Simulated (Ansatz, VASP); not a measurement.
## Two plane-wave programs on Co

```xyz
4
Lattice="2.4686 0.0000 0.0000 -1.2343 2.1379 0.0000 0.0000 0.0000 8.0352" Properties=species:S:1:pos:R:3 pbc="T T T"
Co   -1.2343    2.1379    0.0000
Co   -1.2343    2.1379    4.0176
Co    0.0000    1.4252    2.0088
Co    1.2343    0.7126    6.0264
```

Alike in both runs: functional RPBE; k mesh 14 × 14 × 4; occupations fermi-dirac, width 0.1 eV; no spin polarisation.

Ansatz relaxed the structure, and its values are those at the end. VASP's run is a single point on that final structure, the one shown.

```csv
,VASP,Ansatz
version,VASP 6.6.1,Ansatz 0.2.0
potentials or method,"VASP PAW PBE potentials, release 64 (Co), cutoff 520 eV","plane waves (420 eV) with PAW, scalar-relativistic"
valence electrons in the cell,36,68
```

Ansatz gave:

| Quantity | Value |
| --- | --- |
| pressure (GPa) | 0.0 |

Which values does VASP return?

Pressure (GPa): -0.6.

VASP's potentials were made for PBE, not for RPBE. The functional is the same, so the differences come from potentials, cutoffs and numerics. VASP's potentials hold 36 valence electrons a cell and Ansatz's 68, so a difference there can come from the potentials and not from the codes.
